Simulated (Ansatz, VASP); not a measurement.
## Two plane-wave programs on Al

The input INCAR:

```
SYSTEM = Al
PREC = Accurate ; ENCUT = 520
EDIFF = 1E-6 ; ISMEAR = 0
SIGMA = 0.15 ; LREAL = .False.
LASPH = .True. ; NELM = 80
ALGO = Fast ; ISIF = 2
LWAVE = .False. ; LCHARG = .False.
GGA = PS ; NBANDS = 8
```

The input KPOINTS:

```
regular mesh
0
Gamma
  20 20 20
  0 0 0
```

The input POSCAR:

```
Al
1.0
    0.0000000000      2.0088001500      2.0239800000
    2.0391598500      0.0000000000      2.0239800000
    2.0391598500      2.0088001500      0.0000000000
Al
1
Direct
    0.0000000000      0.0000000000      0.0000000000
```

Input for Ansatz:

```yaml
crystal:
  lattice:
    - [0.0, 2.00880015, 2.02398]
    - [2.03915985, 0.0, 2.02398]
    - [2.03915985, 2.00880015, 0.0]
  atoms:
    - { symbol: Al, position: [0.0, 0.0, 0.0] }
basis:
  ecutwfc: 420
kpoints:
  mp_grid: { grid: [20, 20, 20] }
hamiltonian:
  xc: pbesol
scf:
  occupations: { method: gaussian, width: 0.15 }
output:
  forces: true
  stress: true
  eigenvalues: true
```

Change from the starting cell: strain +0.0075 x Voigt [1, -1, 0, 0, 0, 0], atoms carried along.

Alike in both runs: task single point; functional PBEsol; k mesh 20 × 20 × 20; occupations gaussian, width 0.15 eV; no spin polarisation.

|  | VASP | Ansatz |
| --- | --- | --- |
| version | VASP 6.6.1 | Ansatz 0.2.0 |
| potentials or method | VASP PAW PBE potentials, release 64 (Al), cutoff 520 eV | scalar-relativistic, plane waves, PAW |
| valence electrons in the cell | 3 | 3 |

|  | VASP | Ansatz | Ansatz less VASP |
| --- | --- | --- | --- |
| gap on the k mesh at the Fermi level (eV) | none | none | - |
| pressure (GPa) | -1.9 | -1.9 | -0.05 |
| traceless stress, the component that is largest in VASP (GPa) | -0.17 | -0.17 | 0.000 |

VASP's potentials were made for PBE, not for PBEsol. A gap of «none» marks a metal or a gap that the smearing closes.
